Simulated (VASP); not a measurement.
Input of a VASP 6.6.1 run:

Contents of INCAR:

```
SYSTEM = BaTiO3
  PREC = Accurate
  ENCUT = 520
  EDIFF = 1E-6
  ISMEAR = 0
  SIGMA = 0.02
  LREAL = .FALSE.
  LASPH = .TRUE.
  NELM = 100
  ALGO = Normal
  ISIF = 2
  LWAVE = .FALSE.
  LCHARG = .FALSE.
  GGA = PE
  IBRION = 2
  NSW = 60
  EDIFFG = -0.008
```

The input KPOINTS:

```
regular mesh
0
G
  8 8 6
  0 0 0
```

The input POSCAR:

```
BaTiO3
1.0
    3.9256680492      0.0000000000      0.0000000000
    0.0000000000      3.9256680492      0.0000000000
    0.0000000000      0.0000000000      4.1374754116
Ba Ti O
1 1 3
Direct
    0.5000000000      0.5000000000      0.5912757175
    0.0000000000      0.0000000000      0.1084227160
    0.0000000000      0.5000000000      0.0602445497
    0.5000000000      0.0000000000      0.0602445497
    0.0000000000      0.0000000000      0.5398094571
```

Potentials or basis: VASP PAW PBE potentials, release 64 (Ba_sv, Ti_sv, O).

Run with:

```sh
$ cat potpaw_PBE.64/Ba_sv/POTCAR potpaw_PBE.64/Ti_sv/POTCAR potpaw_PBE.64/O/POTCAR > POTCAR
$ mpirun -np 1 vasp_std > vasp.out
```

Task: What does it give for the energy gained by relaxing?

Result: 3.5 meV/atom.

Task: Predict the band gap on the k mesh.

Result: 1.83 eV (least direct gap 2.35 eV).

Forces in eV/Å, atoms in the order of the input:
```
Ba   0.000  0.000 -0.002
Ti   0.000  0.000  0.000
O    0.000  0.000  0.000
O    0.000  0.000  0.000
O    0.000  0.000  0.003
```

Caveat: the cell differs from its parent crystal (equal strain along all axes, cell held: -1.5 %); spin-orbit coupling is left out, which moves the levels of the heavy elements. A k mesh can miss the band edges.
